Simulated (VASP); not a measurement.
A run of VASP 6.6.1 is set up as follows.

The input INCAR:

```
PREC = Accurate
ENCUT = 600
EDIFF = 1E-8
ISMEAR = 0
SIGMA = 0.01
LREAL = False
LASPH = True
NELM = 60
ALGO = Normal
ISIF = 3
LWAVE = False
LCHARG = True
METAGGA = R2SCAN
LMIXTAU = True
IBRION = 6
NFREE = 2
POTIM = 0.015
NSW = 1
```

KPOINTS

```
Automatic mesh
0
Gamma
  10 10 10
```

POSCAR

```
MgO
1.0
    0.0000000000      2.0861972156      2.0861972156
    2.0861972156      0.0000000000      2.0861972156
    2.0861972156      2.0861972156      0.0000000000
Mg O
1 1
Direct
    0.0000000000      0.0000000000      0.0000000000
    0.5000000000      0.5000000000      0.5000000000
```

Potentials or basis: VASP PAW PBE potentials, release 64 (Mg, O).

Launch:

```sh
$ cat potpaw_PBE.64/Mg/POTCAR potpaw_PBE.64/O/POTCAR > POTCAR
$ mpirun -np 1 vasp_std > vasp.out
```

(1) Estimate the elastic constants C11, C12, C44.

(2) Estimate the Voigt bulk modulus.

(3) Estimate the highest phonon frequency at Γ, LO-TO splitting left out.

Answers

(1) 343, 97, 162 GPa.

(2) 179 GPa.

(3) 423 cm⁻¹.

Caveat: the cell is under stress, which shifts elastic constants; the PAW data sets were made with another functional, which shifts forces and pressure a little.
